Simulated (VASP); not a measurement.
Here is a VASP 6.6.1 calculation.

The input INCAR:

```
PREC = Accurate
ENCUT = 520
EDIFF = 1E-6
ISMEAR = 0
SIGMA = 0.05
LREAL = Auto
LASPH = T
NELM = 60
ALGO = Normal
ISIF = 2
LWAVE = F
LCHARG = F
GGA = PS
NBANDS = 84
```

Contents of KPOINTS:

```
Automatic mesh
0
Gamma
  3 3 3
```

POSCAR

```
Zr8N9
1.0
    0.0000000000      4.5885310000      4.5885310000
    4.5885310000      0.0000000000      4.5885310000
    4.5885310000      4.5885310000      0.0000000000
Zr N
8 9
Direct
    0.2457782240      0.2535131614      0.2506087460
    0.2522047906      0.2482011127      0.7499948241
    0.2492322706      0.7488106760      0.2494142461
    0.2492474171      0.7488166692      0.7529271351
    0.7497157587      0.2493353537      0.2547863358
    0.7498162266      0.2492290016      0.7465766277
    0.7539574212      0.7453529245      0.2505098037
    0.7486306620      0.7517798180      0.7499833825
    0.0025784941      0.0011882888     -0.0016302603
   -0.0148853740      0.0449420523      0.4852173822
   -0.0156413894      0.4838868910      0.0461607429
   -0.0156704836      0.4838680397      0.4861129847
    0.4974501643     -0.0029557390      0.0025255360
    0.4975977061     -0.0029943134      0.5032395989
    0.5017056657      0.5020242862     -0.0017086078
    0.5453276877      0.4846511879      0.4852784039
    0.1248123855      0.6243766251      0.6256059946
```

Potentials or basis: VASP PAW PBE potentials, release 64 (Zr_sv, N).

The run is started by

```sh
$ cat potpaw_PBE.64/Zr_sv/POTCAR potpaw_PBE.64/N/POTCAR > POTCAR
$ mpirun -np 1 vasp_std > vasp.out
```

(1) Estimate the pressure.

(2) Estimate the largest force.

(3) What does it give for the band gap on the k mesh?

Answers

(1) 9.4 GPa.

(2) 0.050 eV/Å.

(3) zero (an odd number of electrons rules out a gap without spin polarisation).

Caveat: the k points lie up to 0.40 Å⁻¹ apart, too coarse for converged energies and pressures of a metal; the PAW data sets were made with another functional, which shifts forces and pressure a little.
